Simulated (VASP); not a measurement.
# Co: single point with PBE+D3(BJ)

Co:

```
Co
1.0
     2.46000    0.00000    0.00000
    -1.23000    2.13042    0.00000
     0.00000    0.00000    3.97000
Co
2
Direct
  0.33333 0.66667 0.25000
  0.66667 0.33333 0.75000
```

| Property | Result |
| --- | --- |
| Program | VASP 6.6.1 |
| Task | single point |
| Functional | PBE |
| Dispersion | D3(BJ) |
| Potentials or basis | VASP PAW PBE potentials, release 64 (Co) |
| Cutoff | 600 eV |
| k mesh | 9 × 9 × 4 |
| Occupations | gaussian, width 0.1 eV |
| Spin | collinear spin, ferromagnetic start |
| Starting moments | [1.8, 1.8] μB |

| Item | Value |
| --- | --- |
| Pressure | 1.1 GPa |
| Net moment | 3.01 μB per cell |
| Site moments | Co +1.52 μB |
| Valence electrons inside the program's atomic spheres | Co 8.36 |
| Dispersion energy per atom | -0.435 eV |

Stress tensor (GPa, compression positive):
```
0.80 0.00 0.00
0.00 0.80 0.00
0.00 0.00 1.61
```

Levels at points of the mesh, in eV from the Fermi level:
Spin up:
| k point | band 7 | band 8 | band 9 | band 10 | band 11 | band 12 | band 13 | band 14 |
| --- | --- | --- | --- | --- | --- | --- | --- | --- |
| (0.00, 0.00, 0.00) | -2.28 | -1.92 | -1.92 | -0.74 | -0.74 | -0.09 | 6.78 | 22.28 |
| (0.00, 0.00, 0.50) | -2.69 | -2.69 | -1.07 | -1.07 | -1.07 | -1.07 | 15.56 | 15.56 |
Spin down:
| k point | band 5 | band 6 | band 7 | band 8 | band 9 | band 10 | band 11 | band 12 |
| --- | --- | --- | --- | --- | --- | --- | --- | --- |
| (0.00, 0.00, 0.00) | -1.09 | -0.70 | -0.70 | -0.26 | -0.26 | -0.15 | 1.04 | 1.04 |
| (0.00, 0.00, 0.50) | -1.16 | -1.16 | -1.16 | -1.16 | 0.68 | 0.68 | 0.68 | 0.68 |

Wall time 26 s on 1 thread of Intel Xeon 6975P-C, with other jobs on the host, peak memory 0.17 GiB.

Caveat: the k points lie up to 0.40 Å⁻¹ apart; pairwise dispersion overbinds metals, which lowers pressure and volume.
